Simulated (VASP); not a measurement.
Input of a VASP 6.6.1 run:

INCAR

```
SYSTEM = TiTe2
ALGO = Normal
EDIFF = 1E-6
ENCUT = 520
GGA = PE
ISIF = 2
ISMEAR = 0
LASPH = .True.
LCHARG = .True.
LELF = .True.
LREAL = .False.
LVHAR = .True.
LWAVE = .False.
NBANDS = 19
NELM = 60
PREC = Accurate
SIGMA = 0.15
```

The input KPOINTS:

```
k-points
0
Gamma
  12 12 8
  0 0 0
```

File POSCAR:

```
TiTe2
1.0
    3.7770008876      0.0000000000     -0.2832750666
   -1.8885004438      3.2709787188      0.1416375333
   -0.4873500000      0.0000000000      6.4980000000
Ti Te
1 2
Direct
    0.0000000000      0.0000000000      0.0000000000
    0.6666666667      0.3333333333      0.2628000000
    0.3333333333      0.6666666667      0.7372000000
```

Potentials or basis: VASP PAW PBE potentials, release 64 (Ti_sv, Te).

Command:

```bash
$ cat potpaw_PBE.64/Ti_sv/POTCAR potpaw_PBE.64/Te/POTCAR > POTCAR
$ mpirun -np 1 vasp_std > vasp.out
```

**Question.** Predict the largest force.

**Answer.** 1.156 eV/Å.

**Question.** Estimate the pressure.

**Answer.** 3.0 GPa.

Forces in eV/Å, atoms in the order of the input:
```
Ti   0.000  0.000  0.000
Te   1.076  0.215  0.364
Te  -1.076 -0.215 -0.364
```

Caveat: the cell differs from its parent crystal (strain -0.1500 x Voigt [0, 0, 0, 0, 1, 0]); forces of over 1 eV/Å act on the atoms, so gaps and moduli don't describe the material at rest.
